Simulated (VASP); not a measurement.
# HC12 (a cell with a defect) in VASP: notebook, part 3 of 3

VASP 6.6.1.

## Step 6: Single point, LDA

Contents of INCAR:

```
SYSTEM = HC12
ALGO = Normal
EDIFF = 1E-6
ENCUT = 520
ISIF = 2
ISMEAR = 0
LASPH = .True.
LCHARG = .False.
LREAL = .False.
LWAVE = .False.
NBANDS = 36
NELECT = 48.0
NELM = 60
PREC = Accurate
SIGMA = 0.05
```

Contents of KPOINTS:

```
k-points
0
Gamma
  6 6 6
  0 0 0
```

Contents of POSCAR:

```
HC12
1.0
    1.7657489870     -3.5314979740     -1.7657489870
    3.5314979740     -1.7657489870      1.7657489870
   -1.7657489870     -3.5314979740      1.7657489870
C H
12 1
Direct
    0.2500000000      1.0000000000      0.2500000000
    0.0833333333      0.3333333333      0.7500000000
    0.9166666667      0.6666666667      0.2500000000
    0.7500000000      1.0000000000      0.7500000000
    0.5833333333      0.3333333333      0.2500000000
    0.4166666667      0.6666666667      0.7500000000
    0.9583333333      0.3333333333      0.1250000000
    0.7916666667      0.6666666667      0.6250000000
    0.6250000000      1.0000000000      0.1250000000
    0.4583333333      0.3333333333      0.6250000000
    0.2916666667      0.6666666667      0.1250000000
    0.1250000000      1.0000000000      0.6250000000
    1.3611111111      0.3611111111      0.5000000000
```

Potentials or basis: VASP PAW LDA potentials, release 64 (C, H).

Started as:

```sh
cat potpaw_LDA.64/C/POTCAR potpaw_LDA.64/H/POTCAR > POTCAR
mpirun -np 1 vasp_std > vasp.out
```

It took 78 s on 1 thread of Intel Xeon 6975P-C (Granite Rapids), shared host; peak memory 0.27 GiB.

The run converged. Its results:

```
Free energy   : -126.8898 eV
Largest force : 37.843 eV/Å
```

Forces in eV/Å, atoms in the order of the input:
```
C     0.020   0.099  -0.120
C    -2.625   1.204   2.396
C     0.145   0.137  -0.028
C    -0.159   0.062  -0.257
C     4.020   2.073  -4.567
C     0.102  -0.152   0.114
C    -0.038  -1.021   0.096
C     0.141   0.158   0.029
C    -0.267   0.141   0.146
C    -7.330 -37.118   0.822
C     0.130   0.264   0.232
C     0.149   0.095  -0.157
H     5.712  34.058   1.294
```

Levels at points of the mesh, in eV from the Fermi level:
```
           k point  band 21  band 22  band 23  band 24  band 25  band 26  band 27  band 28
(0.00, 0.00, 0.00)    -3.17    -0.76    -0.43    -0.25     3.21     5.13     5.22     5.84
(0.50, 0.00, 0.00)    -4.73    -4.39    -2.83    -2.16     5.50     5.77     6.20     6.72
(0.50, 0.50, 0.00)    -4.70    -4.39    -2.92    -2.17     5.28     5.71     6.12     6.72
(0.00, 0.50, 0.00)    -3.52    -3.12    -2.30    -1.38     2.96     4.56     6.68     6.87
(0.00, 0.00, 0.50)    -2.76    -2.25    -1.94    -1.92     6.06     6.27     6.71     7.06
(0.50, 0.00, 0.50)    -3.93    -3.54    -3.14    -3.06     3.53     4.35     4.42     6.05
(0.50, 0.50, 0.50)    -3.94    -3.54    -3.11    -3.06     3.29     4.35     4.48     6.05
(0.00, 0.50, 0.50)    -4.74    -4.30    -4.26    -4.10     5.20     5.68     5.91     5.97
```

Caveat: the cell carries a net charge on a neutralising background, which shifts energy and pressure; the cell is charged against a uniform background, so pressure and absolute levels hang on convention.

## Step 7: Single point, LDA

Contents of INCAR:

```
SYSTEM = HC12
PREC = Accurate ; ENCUT = 520
EDIFF = 1E-7 ; ISMEAR = 0
SIGMA = 0.05 ; LREAL = .FALSE.
LASPH = .TRUE. ; NELM = 60
ALGO = Normal ; ISIF = 2
LWAVE = .FALSE. ; LCHARG = .FALSE.
GGA = CA ; NELECT = 48.0
NBANDS = 36
```

Contents of KPOINTS:

```
regular mesh
0
G
  6 6 6
  0 0 0
```

Edit POSCAR of step 6 so:

```diff
@@ -20,2 +20,2 @@
     0.1250000000      1.0000000000      0.6250000000
-    1.3611111111      0.3611111111      0.5000000000
+    1.2222222222      0.3055555556      0.4166666667
```

Potentials or basis: VASP PAW LDA potentials, release 64 (C, H).

Started as:

```sh
cat potpaw_LDA.64/C/POTCAR potpaw_LDA.64/H/POTCAR > POTCAR
mpirun -np 1 vasp_std > vasp.out
```

OUTCAR:

```text
SYSTEM = HC12
   PREC = Accurate
   ENCUT = 520
   EDIFF = 1E-7
   ISMEAR = 0
   LREAL = .FALSE.
   LASPH = .TRUE.
   NELM = 60
   ISIF = 2
   GGA = CA
   NELECT = 48.0

 ion  position               nearest neighbor table
   1  0.250  0.000  0.250-  11 1.53   9 1.53   7 1.53  12 1.53
   2  0.083  0.333  0.750-  13 1.36  12 1.53  10 1.53   7 1.53   8 1.53
   3  0.917  0.667  0.250-   8 1.53   9 1.53  11 1.53   7 1.53
   4  0.750  0.000  0.750-   8 1.53   9 1.53  10 1.53  12 1.53
   5  0.583  0.333  0.250-   9 1.53   7 1.53  10 1.53  11 1.53
   6  0.417  0.667  0.750-   8 1.53  11 1.53  12 1.53  10 1.53
   7  0.958  0.333  0.125-   1 1.53   2 1.53   5 1.53   3 1.53
   8  0.792  0.667  0.625-   4 1.53   3 1.53   2 1.53   6 1.53
   9  0.625  0.000  0.125-   5 1.53   3 1.53   4 1.53   1 1.53
  10  0.458  0.333  0.625-   2 1.53   4 1.53   5 1.53   6 1.53
  11  0.292  0.667  0.125-   1 1.53   3 1.53   5 1.53   6 1.53
  12  0.125  0.000  0.625-   2 1.53   1 1.53   4 1.53   6 1.53
  13  0.222  0.306  0.417-   2 1.36

  LATTYP: Found a base centered monoclinic cell.
 ALAT       =     4.3251840320
 B/A-ratio  =     1.7320508076
 C/A-ratio  =     1.0000000000
 COS(beta)  =    -0.3333333333

  Lattice vectors:

 A1 = (   1.7657489870,   1.7657489870,   3.5314979740)
 A2 = (  -3.5314979740,   1.7657489870,  -1.7657489870)
 A3 = (  -1.7657489870,  -3.5314979740,   1.7657489870)

Analysis of symmetry for initial positions (statically):
=====================================================================
 Subroutine PRICEL returns:
 Original cell was already a primitive cell.

 Routine SETGRP: Setting up the symmetry group for a
 base centered monoclinic supercell.

 Subroutine GETGRP returns: Found  1 space group operations
 (whereof  1 operations were pure point group operations)
 out of a pool of  4 trial point group operations.

The static configuration has the point symmetry C_1 .
[... 159 lines left out ...]
   LORBIT       =      0    0 simple, 1 ext, 2 COOP (PROOUT), +10 PAW based schemes
   GGA     = CA    functional components
   LHFCALC =     F    Hartree Fock is set to
   AEXX    =    0.0000 exact exchange contribution
   IVDW    =     0    specifies the selected vdW correction
   LEPSILON=     F    determine dielectric tensor
   LRPA    =     F    only Hartree local field effects (RPA)
 non-spin polarized calculation
 Gauss-broadening in eV      SIGMA  =   0.05
  energy-cutoff  :      520.00
  volume of cell :       66.06
 maximum number of plane-waves:      1807
   NGX = 17   NGY = 17   NGZ = 17

 number of electron      47.9999999 magnetization

 Free energy of the ion-electron system (eV)
  ---------------------------------------------------
  ext. energy  EPLUGINS =         0.00000000
  ---------------------------------------------------
  free energy    TOTEN  =      -131.47376913 eV

  energy without entropy =     -131.47376913  energy(sigma->0) =     -131.47376913

 E-fermi :  10.5623     XC(G=0): -13.6724

 val. band max:       10.3619119864   @ k =   0.0000   0.0000   0.0000
 cond. band min:      11.6850591924   @ k =  -0.3333   0.3333   0.5000
 fundamental gap:      1.3231472060
 Fermi energy:        10.5623237039

 k-point     1 :       0.0000    0.0000    0.0000
  band No.  band energies     occupation
      1     -11.7884      2.00000
      2      -5.4401      2.00000
      3      -4.7748      2.00000
      4      -3.9190      2.00000
      5      -3.7900      2.00000
      6      -3.4718      2.00000
[... 925 lines left out ...]
     35      19.7133      0.00000
     36      20.5373      0.00000

 [... further k-points ...]
[... 5 lines left out ...]
  --------------------------------------------------------------------------------------
  -------------------------------------------------------------------------------------
  Total       -8.4657559     -8.3483764     -8.2178341     -0.1378231     -0.1004673     -0.1370877
  in kB     -205.3090918   -202.4624366   -199.2965616     -3.3424474     -2.4365049     -3.3246110
  external PRESSURE =    -202.3560300 kB  Pullay stress =       0.0000000 kB

 VOLUME and BASIS-vectors are now :
 -----------------------------------------------------------------------------
  energy-cutoff  :      520.00
  volume of cell :       66.06
      direct lattice vectors                 reciprocal lattice vectors
     1.765748987 -3.531497974 -1.765748987     0.047194326 -0.141582978 -0.235971630
     3.531497974 -1.765748987  1.765748987     0.188777304  0.000000000  0.188777304
    -1.765748987 -3.531497974  1.765748987    -0.141582978 -0.141582978  0.141582978

 POSITION                                       TOTAL-FORCE (eV/Angst)
 -----------------------------------------------------------------------------------
      0.00000     -1.76575      0.00000        -0.243581      0.883376     -0.613726
     -0.00000     -3.53150      1.76575        -0.480995     -0.457636      0.983815
      3.53150     -5.29725     -0.00000         0.538428      0.524571      0.378934
      0.00000     -5.29725      0.00000         0.039772      0.129488      0.056138
      1.76575     -3.53150      0.00000         0.900091     -0.246246     -0.628910
      1.76575     -5.29725      1.76575         0.098406     -0.038611      0.008285
      2.64862     -4.41437     -0.88287        -0.091758      0.232691      0.090775
      2.64862     -6.18012      0.88287         0.103876      0.189893      0.881838
      0.88287     -2.64862     -0.88287         0.186934      0.161559     -0.884728
      0.88287     -4.41437      0.88287         0.249056     -1.306072     -0.113635
      2.64862     -2.64862      0.88287         0.527829      0.262992     -0.105348
     -0.88287     -2.64862      0.88287        -1.259576      0.220647     -0.033198
      0.73573     -2.79577      0.88287        -0.568482     -0.556652     -0.020240
 -----------------------------------------------------------------------------------
    total drift:                                0.000023      0.000020      0.000015

  FREE ENERGIE OF THE ION-ELECTRON SYSTEM (eV)
  ---------------------------------------------------
  free  energy   TOTEN  =      -131.4737691311 eV

  energy  without entropy=     -131.4737691310  energy(sigma->0) =     -131.47376913
```

OSZICAR:

```text
N       E                     dE             d eps       ncg     rms          rms(c)
DAV:   1     0.990557428670E+02    0.99056E+02   -0.25505E+04  8064   0.131E+03
DAV:   2    -0.127219411312E+03   -0.22628E+03   -0.21329E+03 10444   0.256E+02
DAV:   3    -0.135874184171E+03   -0.86548E+01   -0.85873E+01 10660   0.459E+01
DAV:   4    -0.135969594463E+03   -0.95410E-01   -0.95178E-01 10512   0.536E+00
DAV:   5    -0.135971604414E+03   -0.20100E-02   -0.20083E-02 10268   0.713E-01    0.143E+01
DAV:   6    -0.132680476693E+03    0.32911E+01   -0.22231E+00  8992   0.719E+00    0.824E+00
DAV:   7    -0.131479066427E+03    0.12014E+01   -0.27558E+00  9680   0.791E+00    0.191E+00
DAV:   8    -0.131474069386E+03    0.49970E-02   -0.94578E-02 10020   0.165E+00    0.490E-01
DAV:   9    -0.131473891100E+03    0.17829E-03   -0.53035E-03 10088   0.414E-01    0.872E-02
DAV:  10    -0.131473774024E+03    0.11708E-03   -0.74921E-04  9932   0.137E-01    0.277E-02
DAV:  11    -0.131473769221E+03    0.48030E-05   -0.24767E-05 10412   0.283E-02    0.143E-02
DAV:  12    -0.131473769014E+03    0.20663E-06   -0.48089E-06  9648   0.121E-02    0.456E-03
DAV:  13    -0.131473769163E+03   -0.14907E-06   -0.77326E-07 10240   0.475E-03    0.129E-03
DAV:  14    -0.131473769131E+03    0.31945E-07   -0.11296E-07  6976   0.189E-03
   1 F= -.13147377E+03 E0= -.13147377E+03  d E =-.143519E-10
```

stdout:

```text
POSCAR found type information on POSCAR C H
 POSCAR found :  2 types and      13 ions
 scaLAPACK will be used
 LDA part: xc-table for (Slater(with rela. corr.)+CA(PZ))
 , standard interpolation
 POSCAR, INCAR and KPOINTS ok, starting setup
 FFT: planning ... GRIDC
 FFT: planning ... GRID_SOFT
 FFT: planning ... GRID
 WAVECAR not read
 entering main loop
 the old and the new charge density differ
 old charge density:    49.00000 new   48.00000
    0.143E+01
```

Wall time 85 s (1 thread of Intel Xeon 6975P-C (Granite Rapids), shared host); peak memory 0.27 GiB.

Results:

```
Free energy   : -131.4738 eV
Largest force : 1.334 eV/Å
```

Forces in eV/Å, atoms in the order of the input:
```
C   -0.244  0.883 -0.614
C   -0.481 -0.458  0.984
C    0.538  0.525  0.379
C    0.040  0.129  0.056
C    0.900 -0.246 -0.629
C    0.098 -0.039  0.008
C   -0.092  0.233  0.091
C    0.104  0.190  0.882
C    0.187  0.162 -0.885
C    0.249 -1.306 -0.114
C    0.528  0.263 -0.105
C   -1.260  0.221 -0.033
H   -0.568 -0.557 -0.020
```

Levels at points of the mesh, in eV from the Fermi level:
```tsv
k point	band 20	band 21	band 22	band 23	band 24	band 25	band 26	band 27	band 28	band 29
(0.00, 0.00, 0.00)	-3.11	-3.07	-0.23	-0.22	-0.20	2.78	5.30	5.34	5.41	6.31
(0.50, 0.00, 0.00)	-5.14	-4.52	-4.45	-2.35	-2.22	2.81	5.92	6.46	6.53	7.35
(0.50, 0.50, 0.00)	-5.15	-4.55	-4.46	-2.33	-2.18	2.62	5.88	6.44	6.61	7.46
(0.00, 0.50, 0.00)	-5.12	-3.13	-3.06	-1.74	-1.53	1.80	4.57	6.62	7.23	7.66
(0.00, 0.00, 0.50)	-5.36	-2.11	-2.05	-1.95	-1.94	3.01	6.91	6.96	7.17	7.57
(0.50, 0.00, 0.50)	-4.10	-3.83	-3.58	-3.07	-3.02	1.36	4.57	5.49	5.78	6.98
(0.50, 0.50, 0.50)	-4.03	-3.77	-3.59	-3.07	-3.04	1.39	4.56	5.47	5.87	6.93
(0.00, 0.50, 0.50)	-5.15	-4.44	-4.29	-4.23	-4.14	2.13	5.96	6.07	6.15	6.31
```

Caveat: the cell carries a net charge on a neutralising background, which shifts energy and pressure; the cell is charged against a uniform background, so pressure and absolute levels hang on convention.
